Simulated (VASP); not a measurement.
# Lu (Fd-3m) in VASP: a series of runs

Runs on Lu. Level: BLYP. Tasks: single point, relaxation of cell and atoms.

Everything below comes from runs of VASP 6.6.1. Logs are shortened: lines on timing, memory, paths and dates and some standing lists are left out, and cuts for length are marked.

### 1 The cell of the first run

The structure is cubic, space group Fd-3m (No. 227). Conventional cell: a = 7.716 Å, b = 7.716 Å, c = 7.716 Å, α = 90.00°, β = 90.00°, γ = 90.00°. Lu (site symmetry -43m) has 4 Lu at 3.34 Å within 4.4 Å.

This isn't the form of Lu at room conditions, which is hcp.

### 2 Single point, BLYP (57.43 Å³/atom)

INCAR

```
SYSTEM = Lu
PREC     = Accurate       ! precision mode
ENCUT    = 520            ! plane-wave cutoff, eV
EDIFF    = 1E-6           ! SCF threshold, eV
ISMEAR   = -1             ! smearing method
SIGMA    = 0.1            ! smearing width, eV
LREAL    = .FALSE.        ! projectors in reciprocal space
LASPH    = .TRUE.         ! aspherical terms in the spheres
NELM     = 100            ! most SCF steps
ALGO     = Normal         ! electronic algorithm
ISIF     = 2              ! what is computed and relaxed
LWAVE    = .FALSE.        ! write WAVECAR
LCHARG   = .TRUE.         ! write CHGCAR
GGA      = B5             ! functional
ALDAX    = 1.0          
AGGAX    = 1.0          
AGGAC    = 1.0          
ALDAC    = 0.0          
LELF     = .TRUE.         ! ELF
LVHAR    = .TRUE.       
NBANDS   = 32             ! bands
```

KPOINTS

```
regular mesh
0
G
  8 8 8
  0 0 0
```

POSCAR

```
Lu
1.0
    0.0000000000      3.8582435917      3.8582435917
    3.8582435917      0.0000000000      3.8582435917
    3.8582435917      3.8582435917      0.0000000000
Lu
2
Direct
    0.1250000000      0.1250000000      0.1250000000
    0.8750000000      0.8750000000      0.8750000000
```

Potentials or basis: VASP PAW PBE potentials, release 64 (Lu).

Command:

```sh
$ cat potpaw_PBE.64/Lu/POTCAR > POTCAR
$ mpirun -np 1 vasp_std > vasp.out
```

OUTCAR:

```text
SYSTEM = Lu
   PREC = Accurate
   ENCUT = 520
   EDIFF = 1E-6
   ISMEAR = -1
   LREAL = .FALSE.
   LASPH = .TRUE.
   NELM = 100
   ISIF = 2
   GGA = B5

 ion  position               nearest neighbor table
   1  0.125  0.125  0.125-   2 3.34   2 3.34   2 3.34   2 3.34
   2  0.875  0.875  0.875-   1 3.34   1 3.34   1 3.34   1 3.34

  LATTYP: Found a face centered cubic cell.
 ALAT       =     7.7164871834

  Lattice vectors:

 A1 = (   0.0000000000,   3.8582435917,   3.8582435917)
 A2 = (   3.8582435917,   0.0000000000,   3.8582435917)
 A3 = (   3.8582435917,   3.8582435917,   0.0000000000)

Analysis of symmetry for initial positions (statically):
=====================================================================
 Subroutine PRICEL returns:
 Original cell was already a primitive cell.

 Routine SETGRP: Setting up the symmetry group for a
 face centered cubic supercell.

 Subroutine GETGRP returns: Found 48 space group operations
 (whereof 12 operations were pure point group operations)
 out of a pool of 48 trial point group operations.

The static configuration has the point symmetry D_3d.
 The point group associated with its full space group is O_h .

Analysis of symmetry for dynamics (positions and initial velocities):
=====================================================================
 Subroutine PRICEL returns:
 Original cell was already a primitive cell.

 Routine SETGRP: Setting up the symmetry group for a
 face centered cubic supercell.

 Subroutine GETGRP returns: Found 48 space group operations
 (whereof 12 operations were pure point group operations)
 out of a pool of 48 trial point group operations.

The dynamic configuration has the point symmetry D_3d.
 The point group associated with its full space group is O_h .

 Subroutine INISYM returns: Found 48 space group operations
 (whereof 12 operations are pure point group operations),
 and found     1 'primitive' translations

----------------------------------------------------------------------------------------

                                     Primitive cell

  volume of cell :     114.8680

  direct lattice vectors                    reciprocal lattice vectors
     0.000000000  3.858243592  3.858243592    -0.129592647  0.129592647  0.129592647
     3.858243592  0.000000000  3.858243592     0.129592647 -0.129592647  0.129592647
     3.858243592  3.858243592  0.000000000     0.129592647  0.129592647 -0.129592647

  length of vectors
     5.456380414  5.456380414  5.456380414     0.224461049  0.224461049  0.224461049

  position of ions in fractional coordinates (direct lattice)
     0.125000000  0.125000000  0.125000000
     0.875000000  0.875000000  0.875000000

  ion indices of the primitive-cell ions
   primitive index   ion index
                 1           1
                 2           2

----------------------------------------------------------------------------------------

 KPOINTS: regular mesh

Automatic generation of k-mesh.
 Grid dimensions read from file:
 generate k-points for:    8    8    8

 Generating k-lattice:

  Cartesian coordinates                     Fractional coordinates (reciprocal lattice)
    -0.016199081  0.016199081  0.016199081     0.125000000  0.000000000  0.000000000
     0.016199081 -0.016199081  0.016199081     0.000000000  0.125000000  0.000000000
     0.016199081  0.016199081 -0.016199081     0.000000000  0.000000000  0.125000000

  Length of vectors
     0.028057631  0.028057631  0.028057631

  Shift w.r.t. Gamma in fractional coordinates (k-lattice)
     0.000000000  0.000000000  0.000000000

 Subroutine IBZKPT returns following result:
 ===========================================

 Found     29 irreducible k-points:

 Following reciprocal coordinates:
            Coordinates               Weight
  0.000000  0.000000  0.000000      1.000000
  0.125000  0.000000  0.000000      8.000000
  0.250000  0.000000  0.000000      8.000000
  0.375000  0.000000  0.000000      8.000000
  0.500000  0.000000  0.000000      4.000000
  0.125000  0.125000  0.000000      6.000000
[... 16 lines left out ...]
  0.500000  0.250000  0.125000     48.000000
 -0.375000  0.250000  0.125000     24.000000
 [... further k-points ...]
   k-points           NKPTS =     29   k-points in BZ     NKDIM =     29   number of bands    NBANDS=     32
   number of dos      NEDOS =    301   number of ions     NIONS =      2
   total plane-waves  NPLWV =  74088
   dimension x,y,z NGX =    42 NGY =   42 NGZ =   42
   dimension x,y,z NGXF=    84 NGYF=   84 NGZF=   84
   ions per type =               2
   NGX,Y,Z   is equivalent  to a cutoff of  12.80, 12.80, 12.80 a.u.
   NGXF,Y,Z  is equivalent  to a cutoff of  25.59, 25.59, 25.59 a.u.
 SYSTEM =  Lu
   PREC   = accura    normal or accurate (medium, high low for compatibility)
   ISTART =      0    job   : 0-new  1-cont  2-samecut
   ICHARG =      2    charge: 1-file 2-atom 10-const
   ISPIN  =      1    spin polarized calculation?
   LNONCOLLINEAR =      F non collinear calculations
   LSORBIT =      F    spin-orbit coupling
   LASPH  =      T    aspherical Exc in radial PAW
   ENCUT  =  520.0 eV  38.22 Ry    6.18 a.u.  10.15 10.15 10.15*2*pi/ulx,y,z
   NELM   =    100;   NELMIN=  2; NELMDL= -5     # of ELM steps
   EDIFF  = 0.1E-05   stopping-criterion for ELM
   LREAL  =      F    real-space projection
   EDIFFG = 0.1E-04   stopping-criterion for IOM
   NSW    =      0    number of steps for IOM
   IBRION =     -1    ionic relax: 0-MD 1-quasi-New 2-CG
   NFREE  =      0    steps in history (QN), initial steepest desc. (CG)
   ISIF   =      2    stress and relaxation
   ISYM   =      2    0-nonsym 1-usesym 2-fastsym
   POTIM  = 0.5000    time-step for ionic-motion
   TEBEG  =    0.0;   TEEND  =   0.0 temperature during run
   PSTRESS=    0.0 pullay stress
   NELECT =      50.0000    total number of electrons
   NUPDOWN=      -1.0000    fix difference up-down
   EMIN   =  10.00;   EMAX   =-10.00  energy-range for DOS
   EFERMI =   0.00;   METHOD = LEGACY
   ISMEAR =    -1;   SIGMA  =   0.10  broadening in eV -4-tet -1-fermi 0-gaus
   EFERMI_NEDOS =   21; number of points for ismear=-14 and -15
   IALGO  =     38    algorithm
   IMIX   =      4    mixing-type and parameters
     AMIX     =   0.40;   BMIX     =  1.00
     AMIX_MAG =   1.60;   BMIX_MAG =  1.00
  volume/ion in A,a.u.               =      57.43       387.58
  Fermi-wavevector in a.u.,A,eV,Ry     =   1.240695  2.344574 20.943791  1.539325
  Thomas-Fermi vector in A             =   2.375125
   LORBIT       =      0    0 simple, 1 ext, 2 COOP (PROOUT), +10 PAW based schemes
   GGA     = B5    functional components
   LHFCALC =     F    Hartree Fock is set to
   AEXX    =    0.0000 exact exchange contribution
   IVDW    =     0    specifies the selected vdW correction
   LEPSILON=     F    determine dielectric tensor
   LRPA    =     F    only Hartree local field effects (RPA)
 non-spin polarized calculation
  energy-cutoff  :      520.00
  volume of cell :      114.87
 maximum number of plane-waves:      3119
 NGX is ok and might be reduce to    42
   NGX = 21   NGY = 21   NGZ = 21

 number of electron      50.0000013 magnetization

 Free energy of the ion-electron system (eV)
  ---------------------------------------------------
  ext. energy  EPLUGINS =         0.00000000
  ---------------------------------------------------
  free energy    TOTEN  =        -3.85051976 eV

  energy without entropy =       -3.65230793  energy(sigma->0) =       -3.75141384

 E-fermi :   0.2484     XC(G=0):  -7.0427

 val. band max:        0.2472228520   @ k =   0.3750   0.2500   0.0000
 cond. band min:       0.2545140812   @ k =   0.5000   0.2500   0.1250
 fundamental gap:      0.0072912292
 Fermi energy:         0.2483702183

 k-point     1 :       0.0000    0.0000    0.0000
  band No.  band energies     occupation
      1     -56.8647      2.00000
      2     -56.8337      2.00000
      3     -27.7743      2.00000
      4     -27.7743      2.00000
      5     -27.7743      2.00000
      6     -27.5885      2.00000
[... 24 lines left out ...]
     31       1.8039      0.00000
     32       4.3195      0.00000

 k-point     2 :       0.1250    0.0000    0.0000
  band No.  band energies     occupation
      1     -56.8638      2.00000
      2     -56.8346      2.00000
      3     -27.7770      2.00000
      4     -27.7770      2.00000
      5     -27.7729      2.00000
      6     -27.5903      2.00000
[... 24 lines left out ...]
     31       1.8061      0.00000
     32       4.2822      0.00000

 k-point     3 :       0.2500    0.0000    0.0000
  band No.  band energies     occupation
      1     -56.8614      2.00000
      2     -56.8369      2.00000
      3     -27.7834      2.00000
      4     -27.7834      2.00000
      5     -27.7695      2.00000
      6     -27.5946      2.00000
[... 24 lines left out ...]
     31       1.9019      0.00000
     32       4.1354      0.00000

 k-point     4 :       0.3750    0.0000    0.0000
  band No.  band energies     occupation
      1     -56.8585      2.00000
      2     -56.8399      2.00000
      3     -27.7894      2.00000
      4     -27.7894      2.00000
      5     -27.7660      2.00000
      6     -27.5991      2.00000
[... 24 lines left out ...]
     31       2.1869      0.00000
     32       3.8366      0.00000

 k-point     5 :       0.5000    0.0000    0.0000
  band No.  band energies     occupation
      1     -56.8570      2.00000
      2     -56.8415      2.00000
      3     -27.7918      2.00000
      4     -27.7918      2.00000
      5     -27.7645      2.00000
      6     -27.6011      2.00000
[... 584 lines left out ...]
     31       2.2833      0.00000
     32       2.2833      0.00000

 k-point    22 :       0.3750    0.2500    0.1250
  band No.  band energies     occupation
      1     -56.8593      2.00000
      2     -56.8391      2.00000
      3     -27.7972      2.00000
      4     -27.7907      2.00000
      5     -27.7494      2.00000
      6     -27.6152      2.00000
[... 24 lines left out ...]
     31       2.0515      0.00000
     32       3.5392      0.00000

 k-point    23 :       0.5000    0.2500    0.1250
  band No.  band energies     occupation
      1     -56.8564      2.00000
      2     -56.8420      2.00000
      3     -27.8048      2.00000
      4     -27.7960      2.00000
      5     -27.7375      2.00000
      6     -27.6276      2.00000
[... 24 lines left out ...]
     31       2.3944      0.00000
     32       3.1701      0.00000

 k-point    24 :      -0.3750    0.2500    0.1250
  band No.  band energies     occupation
      1     -56.8547      2.00000
      2     -56.8437      2.00000
      3     -27.8074      2.00000
      4     -27.7985      2.00000
      5     -27.7318      2.00000
      6     -27.6335      2.00000
[... 24 lines left out ...]
     31       2.3828      0.00000
     32       3.3485      0.00000

 [... further k-points ...]
[... 5 lines left out ...]
  --------------------------------------------------------------------------------------
  -------------------------------------------------------------------------------------
  Total       -0.2648370     -0.2648370     -0.2648370     -0.0000000      0.0000000     -0.0000000
  in kB       -3.6939448     -3.6939448     -3.6939448     -0.0000000      0.0000000     -0.0000000
  external PRESSURE =      -3.6939448 kB  Pullay stress =       0.0000000 kB

 VOLUME and BASIS-vectors are now :
 -----------------------------------------------------------------------------
  energy-cutoff  :      520.00
  volume of cell :      114.87
      direct lattice vectors                 reciprocal lattice vectors
     0.000000000  3.858243592  3.858243592    -0.129592647  0.129592647  0.129592647
     3.858243592  0.000000000  3.858243592     0.129592647 -0.129592647  0.129592647
     3.858243592  3.858243592  0.000000000     0.129592647  0.129592647 -0.129592647

 POSITION                                       TOTAL-FORCE (eV/Angst)
 -----------------------------------------------------------------------------------
      0.96456      0.96456      0.96456        -0.000000     -0.000000      0.000000
      6.75193      6.75193      6.75193         0.000000      0.000000     -0.000000
 -----------------------------------------------------------------------------------
    total drift:                                0.000000      0.000000      0.000000

  FREE ENERGIE OF THE ION-ELECTRON SYSTEM (eV)
  ---------------------------------------------------
  free  energy   TOTEN  =        -3.8505197575 eV

  energy  without entropy=       -3.6523079288  energy(sigma->0) =       -3.75141384
```

Wall time 2.4 min (1 thread of AMD EPYC 7R13 (Zen 3), shared host); peak memory 0.27 GiB.

Results:

| Property | Result |
| --- | --- |
| Free energy | -3.8505 eV |
| Pressure | -0.4 GPa |
| Band gap on the k mesh | zero (bands 25 and 26 overlap by 0.73 eV) |

Levels at points of the mesh, in eV from the Fermi level:
```csv
k point,band 21,band 22,band 23,band 24,band 25,band 26,band 27,band 28,band 29,band 30
"(0.00, 0.00, 0.00)",-6.00,-6.00,-4.25,0.32,0.32,0.32,0.33,0.33,1.56,1.56
"(0.50, 0.00, 0.00)",-6.00,-6.00,-2.92,-0.97,0.17,0.29,0.29,0.49,0.49,2.15
"(0.50, 0.50, 0.00)",-6.01,-6.01,-1.73,-1.73,-0.37,-0.37,0.61,0.61,1.93,1.93
```

Caveat: the PAW data sets were made with another functional, which shifts forces and pressure a little; spin-orbit coupling is left out, which moves the levels of the heavy elements.

### 3 Single point, BLYP (59.64 Å³/atom)

This run uses another cell than the first one, of 59.64 Å³/atom.

INCAR

```
SYSTEM = Lu
PREC = Accurate ; ENCUT = 520
EDIFF = 1E-6 ; ISMEAR = -1
SIGMA = 0.1 ; LREAL = .False.
LASPH = .True. ; NELM = 60
ALGO = Normal ; ISIF = 2
LWAVE = .False. ; LCHARG = .False.
GGA = B5 ; ALDAX = 1.0
AGGAX = 1.0 ; AGGAC = 1.0
ALDAC = 0.0 ; NBANDS = 32
```

KPOINTS

```
regular mesh
0
Gamma
  8 8 8
  0 0 0
```

POSCAR

```
Lu
1.0
    0.0000000000      3.9070873034      3.9070873034
    3.9070873034      0.0000000000      3.9070873034
    3.9070873034      3.9070873034      0.0000000000
Lu
2
Direct
    0.1250000000      0.1250000000      0.1250000000
    0.8750000000      0.8750000000      0.8750000000
```

Potentials or basis: VASP PAW PBE potentials, release 64 (Lu).

Command:

```sh
$ cat potpaw_PBE.64/Lu/POTCAR > POTCAR
$ mpirun -np 1 vasp_std > vasp.out
```

It took 2.2 min on 1 thread of AMD EPYC 7R13 (Zen 3), shared host; peak memory 0.26 GiB.

The run converged. Its results:

- Free energy: -3.8354 eV
- Pressure: -0.7 GPa
- Band gap on the k mesh: zero (bands 25 and 26 overlap by 0.67 eV)

Levels at points of the mesh, in eV from the Fermi level:
```tsv
k point	band 21	band 22	band 23	band 24	band 25	band 26	band 27	band 28	band 29	band 30
(0.00, 0.00, 0.00)	-6.07	-6.07	-4.21	0.28	0.28	0.28	0.33	0.33	1.49	1.49
(0.50, 0.00, 0.00)	-6.07	-6.07	-2.94	-1.01	0.16	0.29	0.29	0.45	0.45	2.06
(0.50, 0.50, 0.00)	-6.08	-6.08	-1.79	-1.79	-0.34	-0.34	0.57	0.57	1.87	1.87
```

Caveat: the PAW data sets were made with another functional, which shifts forces and pressure a little; spin-orbit coupling is left out, which moves the levels of the heavy elements.

(Continued in part 2 of 2.)

The gap in the log of VASP goes by the Fermi energy; the results here count the filled bands.